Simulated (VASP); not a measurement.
A run of VASP 6.6.1:

INCAR

```
SYSTEM = CuCl3
ALGO = Normal ; EDIFF = 1E-6
ENCUT = 520 ; GGA = PE
ISIF = 2 ; ISMEAR = 0
ISPIN = 2 ; LASPH = .True.
LCHARG = .True. ; LDAU = .True.
LDAUJ = 0 0 ; LDAUL = 2 -1
LDAUPRINT = 1 ; LDAUTYPE = 2
LDAUU = 6 0 ; LELF = .True.
LMAXMIX = 4 ; LORBIT = 11
LREAL = .False. ; LVHAR = .True.
LWAVE = .False. ; MAGMOM = -0.13 -0.16 -0.16 -0.16
NBANDS = 28 ; NELM = 150
PREC = Accurate ; SIGMA = 0.05
```

The input KPOINTS:

```
k-points
0
Gamma
  4 4 4
  0 0 0
```

The input POSCAR:

```
CuCl3
1.0
    4.7311267300      0.0000000000      0.0000000000
    0.0000000000      4.7311267300      0.0000000000
    0.0000000000      0.0000000000      4.7311267300
Cu Cl
1 3
Direct
    0.0000000000      0.0000000000      0.0000000000
    0.5000000000      0.0000000000      0.0000000000
    0.0000000000      0.0000000000      0.5000000000
    0.0000000000      0.5000000000      0.0000000000
```

Potentials or basis: VASP PAW PBE potentials, release 64 (Cu, Cl).

The run is started by

```bash
$ cat potpaw_PBE.64/Cu/POTCAR potpaw_PBE.64/Cl/POTCAR > POTCAR
$ mpirun -np 1 vasp_std > vasp.out
```

Hardware: 1 thread of AMD EPYC 7R13 Processor (Zen 3), with other jobs on the host.

Task: How long does it take, and how much memory?

Result: It took 79 s on 1 thread of AMD EPYC 7R13 Processor (Zen 3) (shared host), peak memory 0.22 GiB. Counts: scf iterations 21, k points 10.
